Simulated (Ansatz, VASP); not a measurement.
## Two plane-wave programs on Zn

```
Zn
1.0
     2.67000    0.00000    0.00000
    -1.33500    2.31229    0.00000
     0.00000    0.00000    4.96600
Zn
2
Cartesian
  1.3350 0.7708 3.7245
  0.0000 1.5415 1.2415
```

Alike in both runs: functional HSE06; k mesh 6 × 6 × 3; occupations fermi-dirac, width 0.05 eV; no spin polarisation.

|  | VASP | Ansatz |
| --- | --- | --- |
| version | VASP 6.6.1 | Ansatz 0.2.0 |
| potentials or method | VASP PAW PBE potentials, release 64 (Zn) | Ansatz PAW |
| plane-wave cutoff (eV) | 520 | 420 |
| valence electrons in the cell | 24 | 24 |
| task | single point | band structure |

|  | VASP | Ansatz | Ansatz less VASP |
| --- | --- | --- | --- |
| gap on the k mesh at the Fermi level (eV) | none | none | - |
| pressure (GPa) | -0.3 | -0.4 | -0.05 |
| traceless stress, the component that is largest in VASP (GPa) | 4.97 | 5.04 | +0.065 |

A gap of «none» marks a metal or a gap that the smearing closes.

The k mesh is coarse, so the values compare programs but aren't converged.
